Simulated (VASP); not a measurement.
Wanted: the native input for a VASP 6.6.1 run.

* Task: single point
* Functional: r2SCAN
* Potentials or basis: VASP PAW PBE potentials, release 64 (Si, O)
* Cutoff: 520 eV
* k mesh: 8 × 8 × 8
* Occupations: gaussian, width 0.02 eV
* Spin: no spin polarisation
* Dipole correction: no
* Further INCAR settings: ALGO = Normal; EDIFF = 1e-07; NBANDS = 25

The system is SiO2.

```xyz
6
Lattice="-2.4732 2.4732 3.6564 2.4732 -2.4732 3.6564 2.4732 2.4732 -3.6564" Properties=species:S:1:pos:R:3 pbc="T T T"
Si    0.0000    0.0000    0.0000
Si    0.0000    2.4732    1.8282
O     1.2366    2.9588    2.7423
O     0.4856    1.2366    0.9141
O    -1.2366    1.9877    2.7423
O    -0.4856    3.7099    0.9141
```

One way to write it, as run:

POSCAR

```
SiO2
1.0
   -2.4732445746      2.4732445746      3.6563571981
    2.4732445746     -2.4732445746      3.6563571981
    2.4732445746      2.4732445746     -3.6563571981
Si O
2 4
Direct
    0.0000000000      0.0000000000      0.0000000000
    0.7500000000      0.2500000000      0.5000000000
    0.9731664989      0.6250000000      0.8481664989
    0.3750000000      0.2231664989      0.3481664989
    0.7768335011      0.1250000000      0.1518335011
    0.8750000000      0.0268335011      0.6518335011
```

INCAR.step1

```
SYSTEM = SiO2
ALGO = Normal
EDIFF = 1E-4
ENCUT = 520
GGA = PE
ISMEAR = 0
LASPH = .TRUE.
LCHARG = .FALSE.
LREAL = .FALSE.
LWAVE = .TRUE.
NBANDS = 25
NELM = 80
PREC = Accurate
SIGMA = 0.02
```

INCAR.step2

```
SYSTEM = SiO2
ALGO = Normal
EDIFF = 1E-7
ENCUT = 520
ISIF = 2
ISMEAR = 0
ISTART = 1
LASPH = .TRUE.
LCHARG = .FALSE.
LMIXTAU = .TRUE.
LREAL = .FALSE.
LWAVE = .FALSE.
METAGGA = R2SCAN
NBANDS = 25
NELM = 80
PREC = Accurate
SIGMA = 0.02
```

KPOINTS

```
k-points
0
G
  8 8 8
  0 0 0
```

Potentials or basis: VASP PAW PBE potentials, release 64 (Si, O).

The run is started by

```sh
$ cat potpaw_PBE.64/Si/POTCAR potpaw_PBE.64/O/POTCAR > POTCAR
$ cp INCAR.step1 INCAR
$ mpirun -np 1 vasp_std > vasp.out
$ cp INCAR.step2 INCAR
$ mpirun -np 1 vasp_std > vasp.out
```

Results of the run:

```yaml
Pressure: 0.2 GPa
Band_gap_on_the_k_mesh: 6.56 eV
```

Caveat: the PAW data sets were made with another functional, which shifts forces and pressure a little.

Wall time 15 min on 1 thread of Intel Xeon 8259CL, with other jobs on the host, peak memory 0.31 GiB.
